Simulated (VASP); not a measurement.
Write the native input for VASP 6.6.1 that does the following.

| Item | Value |
| --- | --- |
| Task | single point |
| Functional | revPBE |
| Potentials or basis | VASP PAW PBE potentials, release 64 (Ti_sv, B) |
| Cutoff | 520 eV |
| k mesh | 10 × 10 × 8 |
| Occupations | fermi-dirac, width 0.05 eV |
| Spin | no spin polarisation |
| Dipole correction | no |
| Further INCAR settings | ALGO = Normal; EDIFF = 1e-06; NBANDS = 16 |

The structure of TiB2 lies in POSCAR:

```
TiB2
1.0
    3.0292000000      0.0000000000      0.0000000000
   -1.5146000000      2.6233641531      0.0000000000
    0.0000000000      0.0000000000      3.2284000000
Ti B
1 2
Direct
    0.0000000000      0.0000000000      0.0000000000
    0.6666666667      0.3333333333      0.5000000000
    0.3333333333      0.6666666667      0.5000000000
```

The input as run:

INCAR

```
PREC = Accurate
ENCUT = 520
EDIFF = 1E-6
ISMEAR = -1
SIGMA = 0.05
LREAL = F
LASPH = T
NELM = 100
ALGO = Normal
ISIF = 2
LWAVE = F
LCHARG = F
GGA = RE
NBANDS = 16
```

KPOINTS

```
regular mesh
0
Gamma
  10 10 8
```

Potentials or basis: VASP PAW PBE potentials, release 64 (Ti_sv, B).

Launch:

```console
$ cat potpaw_PBE.64/Ti_sv/POTCAR potpaw_PBE.64/B/POTCAR > POTCAR
$ mpirun -np 1 vasp_std > vasp.out
```

Results of the run:

- Pressure: 3.9 GPa
- Band gap on the k mesh: zero (band 9 reaches 10.48 eV, above the bottom of band 10 at 9.91 eV)

Caveat: the PAW data sets were made with another functional, which shifts forces and pressure a little.

Wall time 8.6 s on 1 thread of Intel(R) Xeon(R) 6975P-C (Granite Rapids) (shared host), peak memory 0.15 GiB.
